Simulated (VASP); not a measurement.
# LiCl (P2_1/c) in VASP: single point with PBE

Aim: the single point of LiCl with PBE.

All numbers are computed with VASP 6.6.1; they aren't measurements. Logs are shortened: lines on timing, memory, paths and dates and some standing lists are left out, and cuts for length are marked.

## Step 1: The cell of the first run

It takes space group P2_1/c (No. 14, monoclinic). The conventional cell has a = 4.229 Å, b = 3.005 Å, c = 7.309 Å, α = 90.00°, β = 100.01°, γ = 90.00°. Li (site symmetry 1) has 6 Cl at 2.18 to 2.90 Å and 6 Li at 2.77 to 3.01 Å within 3.1 Å. Cl (site symmetry 1) has 6 Li at 2.18 to 2.90 Å and 6 Cl at 2.77 to 3.01 Å within 3.1 Å.

The cell was generated, and may not be a known phase.

## Step 2: Single point, PBE

Contents of INCAR:

```
PREC = Accurate
ENCUT = 520
EDIFF = 1E-6
ISMEAR = 0
SIGMA = 0.1
LREAL = False
LASPH = True
NELM = 60
ALGO = Normal
ISIF = 2
LWAVE = False
LCHARG = False
GGA = PE
NBANDS = 30
```

Contents of KPOINTS:

```
regular mesh
0
Gamma
  4 6 4
```

Contents of POSCAR:

```
LiCl
1.0
    4.2293013300      0.0000000000      0.0000000000
    0.0000000000      3.0051782700      0.0000000000
   -1.2699401700      0.0000000000      7.1983021200
Li Cl
4 4
Direct
    0.2259386800      0.6595428100      0.8871688900
    0.7740613200      0.1595428100      0.6128311100
    0.7740613200      0.3404571900      0.1128311100
    0.2259386800      0.8404571900      0.3871688900
    0.2740613200      0.3404571900      0.6128311100
    0.7259386800      0.8404571900      0.8871688900
    0.7259386800      0.6595428100      0.3871688900
    0.2740613200      0.1595428100      0.1128311100
```

Potentials or basis: VASP PAW PBE potentials, release 64 (Li_sv, Cl).

Started as:

```console
> cat potpaw_PBE.64/Li_sv/POTCAR potpaw_PBE.64/Cl/POTCAR > POTCAR
> mpirun -np 1 vasp_std > vasp.out
```

OUTCAR:

```text
PREC = Accurate
   ENCUT = 520
   EDIFF = 1E-6
   ISMEAR = 0
   LREAL = False
   LASPH = True
   NELM = 60
   ISIF = 2
   GGA = PE

 ion  position               nearest neighbor table
   1  0.226  0.660  0.887-   6 2.18   6 2.18   8 2.21   8 2.21   5 2.26
   2  0.774  0.160  0.613-   5 2.18   5 2.18   7 2.21   7 2.21   6 2.26
   3  0.774  0.340  0.113-   8 2.18   8 2.18   6 2.21   6 2.21   7 2.26
   4  0.226  0.840  0.387-   7 2.18   7 2.18   5 2.21   5 2.21   8 2.26
   5  0.274  0.340  0.613-   2 2.18   2 2.18   4 2.21   4 2.21   1 2.26
   6  0.726  0.840  0.887-   1 2.18   1 2.18   3 2.21   3 2.21   2 2.26
   7  0.726  0.660  0.387-   4 2.18   4 2.18   2 2.21   2 2.21   3 2.26
   8  0.274  0.160  0.113-   3 2.18   3 2.18   1 2.21   1 2.21   4 2.26

  LATTYP: Found a simple monoclinic cell.
 ALAT       =     4.2293013300
 B/A-ratio  =     0.7105613990
 C/A-ratio  =     1.7282917422
 COS(beta)  =    -0.1737391038

  Lattice vectors:

 A1 = (   4.2293013300,   0.0000000000,   0.0000000000)
 A2 = (   0.0000000000,   3.0051782700,   0.0000000000)
 A3 = (  -1.2699401700,   0.0000000000,   7.1983021200)

Analysis of symmetry for initial positions (statically):
=====================================================================
 Subroutine PRICEL returns:
 Original cell was already a primitive cell.

 Routine SETGRP: Setting up the symmetry group for a
 simple monoclinic supercell.

 Subroutine GETGRP returns: Found  4 space group operations
 (whereof  2 operations were pure point group operations)
 out of a pool of  4 trial point group operations.

The static configuration has the point symmetry S_2 .
 The point group associated with its full space group is C_2h.

Analysis of symmetry for dynamics (positions and initial velocities):
=====================================================================
 Subroutine PRICEL returns:
 Original cell was already a primitive cell.

 Routine SETGRP: Setting up the symmetry group for a
 simple monoclinic supercell.

 Subroutine GETGRP returns: Found  4 space group operations
 (whereof  2 operations were pure point group operations)
 out of a pool of  4 trial point group operations.

The dynamic configuration has the point symmetry S_2 .
 The point group associated with its full space group is C_2h.

 Subroutine INISYM returns: Found  4 space group operations
 (whereof  2 operations are pure point group operations),
 and found     1 'primitive' translations

----------------------------------------------------------------------------------------

                                     Primitive cell

  volume of cell :      91.4890

  direct lattice vectors                    reciprocal lattice vectors
     4.229301330  0.000000000  0.000000000     0.236445673  0.000000000  0.041714262
     0.000000000  3.005178270  0.000000000     0.000000000  0.332758961  0.000000000
    -1.269940170  0.000000000  7.198302120     0.000000000  0.000000000  0.138921649

  length of vectors
     4.229301330  3.005178270  7.309466564     0.240097139  0.332758961  0.138921649

  position of ions in fractional coordinates (direct lattice)
     0.225938680  0.659542810  0.887168890
     0.774061320  0.159542810  0.612831110
     0.774061320  0.340457190  0.112831110
     0.225938680  0.840457190  0.387168890
     0.274061320  0.340457190  0.612831110
     0.725938680  0.840457190  0.887168890
     0.725938680  0.659542810  0.387168890
     0.274061320  0.159542810  0.112831110

  ion indices of the primitive-cell ions
   primitive index   ion index
                 1           1
                 2           2
                 3           3
                 4           4
                 5           5
                 6           6
                 7           7
                 8           8

----------------------------------------------------------------------------------------

 KPOINTS: regular mesh

Automatic generation of k-mesh.
 Grid dimensions read from file:
 generate k-points for:    4    6    4

 Generating k-lattice:

  Cartesian coordinates                     Fractional coordinates (reciprocal lattice)
     0.059111418  0.000000000  0.010428565     0.250000000  0.000000000  0.000000000
     0.000000000  0.055459827  0.000000000     0.000000000  0.166666667  0.000000000
     0.000000000  0.000000000  0.034730412     0.000000000  0.000000000  0.250000000

  Length of vectors
     0.060024285  0.055459827  0.034730412

  Shift w.r.t. Gamma in fractional coordinates (k-lattice)
     0.000000000  0.000000000  0.000000000

 Subroutine IBZKPT returns following result:
 ===========================================

 Found     40 irreducible k-points:

 Following reciprocal coordinates:
            Coordinates               Weight
  0.000000  0.000000  0.000000      1.000000
  0.250000  0.000000  0.000000      2.000000
  0.500000  0.000000  0.000000      1.000000
  0.000000  0.166667  0.000000      2.000000
  0.250000  0.166667  0.000000      4.000000
  0.500000  0.166667  0.000000      2.000000
[... 16 lines left out ...]
  0.500000  0.333333  0.250000      4.000000
 -0.250000  0.333333  0.250000      4.000000
 [... further k-points ...]
   k-points           NKPTS =     40   k-points in BZ     NKDIM =     40   number of bands    NBANDS=     30
   number of dos      NEDOS =    301   number of ions     NIONS =      8
   total plane-waves  NPLWV =  41472
   dimension x,y,z NGX =    32 NGY =   24 NGZ =   54
   dimension x,y,z NGXF=    64 NGYF=   48 NGZF=  108
   ions per type =               4   4
   NGX,Y,Z   is equivalent  to a cutoff of  12.58, 13.28, 12.28 a.u.
   NGXF,Y,Z  is equivalent  to a cutoff of  25.16, 26.55, 24.56 a.u.
 SYSTEM =  unknown system
   PREC   = accura    normal or accurate (medium, high low for compatibility)
   ISTART =      0    job   : 0-new  1-cont  2-samecut
   ICHARG =      2    charge: 1-file 2-atom 10-const
   ISPIN  =      1    spin polarized calculation?
   LNONCOLLINEAR =      F non collinear calculations
   LSORBIT =      F    spin-orbit coupling
   LASPH  =      T    aspherical Exc in radial PAW
   ENCUT  =  520.0 eV  38.22 Ry    6.18 a.u.   7.86  5.59 13.59*2*pi/ulx,y,z
   NELM   =     60;   NELMIN=  2; NELMDL= -5     # of ELM steps
   EDIFF  = 0.1E-05   stopping-criterion for ELM
   LREAL  =      F    real-space projection
   EDIFFG = 0.1E-04   stopping-criterion for IOM
   NSW    =      0    number of steps for IOM
   IBRION =     -1    ionic relax: 0-MD 1-quasi-New 2-CG
   NFREE  =      0    steps in history (QN), initial steepest desc. (CG)
   ISIF   =      2    stress and relaxation
   ISYM   =      2    0-nonsym 1-usesym 2-fastsym
   POTIM  = 0.5000    time-step for ionic-motion
   TEBEG  =    0.0;   TEEND  =   0.0 temperature during run
   PSTRESS=    0.0 pullay stress
   NELECT =      40.0000    total number of electrons
   NUPDOWN=      -1.0000    fix difference up-down
   EMIN   =  10.00;   EMAX   =-10.00  energy-range for DOS
   EFERMI =   0.00;   METHOD = LEGACY
   ISMEAR =     0;   SIGMA  =   0.10  broadening in eV -4-tet -1-fermi 0-gaus
   EFERMI_NEDOS =   21; number of points for ismear=-14 and -15
   IALGO  =     38    algorithm
   IMIX   =      4    mixing-type and parameters
     AMIX     =   0.40;   BMIX     =  1.00
     AMIX_MAG =   1.60;   BMIX_MAG =  1.00
  volume/ion in A,a.u.               =      11.44        77.17
  Fermi-wavevector in a.u.,A,eV,Ry     =   1.242525  2.348032 21.005609  1.543869
  Thomas-Fermi vector in A             =   2.376876
   LORBIT       =      0    0 simple, 1 ext, 2 COOP (PROOUT), +10 PAW based schemes
   GGA     = PE    functional components
   LHFCALC =     F    Hartree Fock is set to
   AEXX    =    0.0000 exact exchange contribution
   IVDW    =     0    specifies the selected vdW correction
   LEPSILON=     F    determine dielectric tensor
   LRPA    =     F    only Hartree local field effects (RPA)
 non-spin polarized calculation
 Gauss-broadening in eV      SIGMA  =   0.10
  energy-cutoff  :      520.00
  volume of cell :       91.49
 maximum number of plane-waves:      2487
   NGX = 15   NGY = 11   NGZ = 27

 number of electron      40.0000000 magnetization

 Free energy of the ion-electron system (eV)
  ---------------------------------------------------
  ext. energy  EPLUGINS =         0.00000000
  ---------------------------------------------------
  free energy    TOTEN  =       -24.41688705 eV

  energy without entropy =      -24.41688705  energy(sigma->0) =      -24.41688705

 E-fermi :   5.9237     XC(G=0): -10.4701

 val. band max:        5.5140541285   @ k =   0.5000   0.0000   0.0000
 cond. band min:      10.3984329447   @ k =   0.5000   0.5000   0.0000
 fundamental gap:      4.8843788162
 Fermi energy:         5.9236870198

 k-point     1 :       0.0000    0.0000    0.0000
  band No.  band energies     occupation
      1     -39.0699      2.00000
      2     -39.0543      2.00000
      3     -39.0442      2.00000
      4     -39.0320      2.00000
      5     -11.0261      2.00000
      6     -10.1066      2.00000
[... 22 lines left out ...]
     29      16.6386      0.00000
     30      16.7154      0.00000

 k-point     2 :       0.2500    0.0000    0.0000
  band No.  band energies     occupation
      1     -39.0642      2.00000
      2     -39.0554      2.00000
      3     -39.0426      2.00000
      4     -39.0370      2.00000
      5     -10.7864      2.00000
      6     -10.2446      2.00000
[... 22 lines left out ...]
     29      16.4636      0.00000
     30      16.7850      0.00000

 k-point     3 :       0.5000    0.0000    0.0000
  band No.  band energies     occupation
      1     -39.0562      2.00000
      2     -39.0536      2.00000
      3     -39.0471      2.00000
      4     -39.0413      2.00000
      5     -10.3375      2.00000
      6     -10.2817      2.00000
[... 22 lines left out ...]
     29      15.6240      0.00000
     30      16.3055      0.00000

 k-point     4 :       0.0000    0.1667    0.0000
  band No.  band energies     occupation
      1     -39.0655      2.00000
      2     -39.0519      2.00000
      3     -39.0418      2.00000
      4     -39.0313      2.00000
      5     -10.7933      2.00000
      6      -9.9278      2.00000
[... 22 lines left out ...]
     29      15.6539      0.00000
     30      16.2678      0.00000

 k-point     5 :       0.2500    0.1667    0.0000
  band No.  band energies     occupation
      1     -39.0603      2.00000
      2     -39.0525      2.00000
      3     -39.0407      2.00000
      4     -39.0359      2.00000
      5     -10.5627      2.00000
      6     -10.0355      2.00000
[... 22 lines left out ...]
     29      15.9491      0.00000
     30      16.3756      0.00000
[... 526 lines left out ...]
     29      15.1255      0.00000
     30      15.9410      0.00000

 k-point    22 :       0.2500    0.3333    0.2500
  band No.  band energies     occupation
      1     -39.0498      2.00000
      2     -39.0493      2.00000
      3     -39.0359      2.00000
      4     -39.0348      2.00000
      5      -9.8690      2.00000
      6      -9.7639      2.00000
[... 22 lines left out ...]
     29      15.6804      0.00000
     30      16.0442      0.00000

 k-point    23 :       0.5000    0.3333    0.2500
  band No.  band energies     occupation
      1     -39.0461      2.00000
      2     -39.0444      2.00000
      3     -39.0406      2.00000
      4     -39.0378      2.00000
      5      -9.6152      2.00000
      6      -9.5322      2.00000
[... 22 lines left out ...]
     29      15.5686      0.00000
     30      16.1069      0.00000

 k-point    24 :      -0.2500    0.3333    0.2500
  band No.  band energies     occupation
      1     -39.0523      2.00000
      2     -39.0455      2.00000
      3     -39.0388      2.00000
      4     -39.0333      2.00000
      5     -10.0133      2.00000
      6      -9.4672      2.00000
[... 22 lines left out ...]
     29      15.7338      0.00000
     30      16.3983      0.00000

 [... further k-points ...]

------------------------ aborting loop because EDIFF is reached ----------------------------------------

  FORCE on cell =-STRESS in cart. coord.  units (eV):
  Direction    XX          YY          ZZ          XY          YZ          ZX
  --------------------------------------------------------------------------------------
  -------------------------------------------------------------------------------------
  Total       22.9364208     21.9067804     17.0456312      0.0000000      0.0000000      6.9257920
  in kB      401.6680531    383.6367448    298.5071454      0.0000000      0.0000000    121.2861148
  external PRESSURE =     361.2706478 kB  Pullay stress =       0.0000000 kB

 VOLUME and BASIS-vectors are now :
 -----------------------------------------------------------------------------
  energy-cutoff  :      520.00
  volume of cell :       91.49
      direct lattice vectors                 reciprocal lattice vectors
     4.229301330  0.000000000  0.000000000     0.236445673  0.000000000  0.041714262
     0.000000000  3.005178270  0.000000000     0.000000000  0.332758961  0.000000000
    -1.269940170  0.000000000  7.198302120     0.000000000  0.000000000  0.138921649

 POSITION                                       TOTAL-FORCE (eV/Angst)
 -----------------------------------------------------------------------------------
     -0.17109      1.98204      6.38611         0.024362     -0.039695     -0.233317
      2.49548      0.47945      4.41134        -0.024362     -0.039695      0.233317
      3.13045      1.02313      0.81219        -0.024362      0.039695      0.233317
      0.46388      2.52572      2.78696         0.024362      0.039695     -0.233317
      0.38083      1.02313      4.41134        -0.336065     -0.713027      0.687107
      1.94356      2.52572      6.38611         0.336065     -0.713027     -0.687107
      2.57853      1.98204      2.78696         0.336065      0.713027     -0.687107
      1.01580      0.47945      0.81219        -0.336065      0.713027      0.687107
 -----------------------------------------------------------------------------------
    total drift:                                0.000000      0.000000     -0.000000

  FREE ENERGIE OF THE ION-ELECTRON SYSTEM (eV)
  ---------------------------------------------------
  free  energy   TOTEN  =       -24.4168870476 eV

  energy  without entropy=      -24.4168870476  energy(sigma->0) =      -24.41688705
```

Wall time 43 s (1 thread of AMD EPYC 9R45 (Zen 5), shared host); peak memory 0.2 GiB.

Results:

| Item | Value |
| --- | --- |
| Free energy | -24.4169 eV |
| Largest force | 1.046 eV/Å |
| Band gap on the k mesh | 4.88 eV (least direct gap 5.52 eV) |

Forces in eV/Å, atoms in the order of the input:
```
Li   0.024 -0.040 -0.233
Li  -0.024 -0.040  0.233
Li  -0.024  0.040  0.233
Li   0.024  0.040 -0.233
Cl  -0.336 -0.713  0.687
Cl   0.336 -0.713 -0.687
Cl   0.336  0.713 -0.687
Cl  -0.336  0.713  0.687
```

Caveat: the cutoff is under 1.25 times the usual one of these potentials, so pressure, stress and relaxed cells hold a basis-set (Pulay) error; forces of over 1 eV/Å act on the atoms, so gaps and moduli don't describe the material at rest.
